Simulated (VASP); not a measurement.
A run of VASP 6.6.1 is set up as follows.

File POSCAR:

```
La3InB
1.0
    5.3289500000      0.0000000000      0.0000000000
    0.0000000000      5.3289500000      0.0000000000
    0.0000000000      0.0000000000      5.3289500000
La In B
3 1 1
Direct
    0.5000000000      0.0000000000      0.5000000000
    0.0000000000      0.5000000000      0.5000000000
    0.5000000000      0.5000000000      0.0000000000
    0.0000000000      0.0000000000      0.0000000000
    0.5000000000      0.5000000000      0.5000000000
```

INCAR.step1

```
SYSTEM = La3InB
PREC = Accurate
ENCUT = 520
ISMEAR = -1
SIGMA = 0.05
LREAL = .False.
LASPH = .True.
NELM = 80
NBANDS = 32
GGA = PE
ALGO = Normal
EDIFF = 1E-4
LWAVE = .True.
LCHARG = .False.
```

The input INCAR.step2:

```
SYSTEM = La3InB
PREC = Accurate
ENCUT = 520
EDIFF = 1E-6
ISMEAR = -1
SIGMA = 0.05
LREAL = .False.
LASPH = .True.
NELM = 80
ALGO = Normal
ISIF = 2
LWAVE = .False.
LCHARG = .True.
METAGGA = R2SCAN
LMIXTAU = .True.
LELF = .True.
LVHAR = .True.
NBANDS = 32
ISTART = 1
```

The input KPOINTS:

```
Automatic mesh
0
Gamma
  4 4 4
  0.5 0.5 0.5
```

Potentials or basis: VASP PAW PBE potentials, release 64 (La, In_d, B).

Command:

```console
$ cat potpaw_PBE.64/La/POTCAR potpaw_PBE.64/In_d/POTCAR potpaw_PBE.64/B/POTCAR > POTCAR
$ cp INCAR.step1 INCAR
$ mpirun -np 1 vasp_std > vasp.out
$ cp INCAR.step2 INCAR
$ mpirun -np 1 vasp_std > vasp.out
```

**Question.** Predict the pressure.

**Answer.** 0.6 GPa.

Caveat: the PAW data sets were made with another functional, which shifts forces and pressure a little.
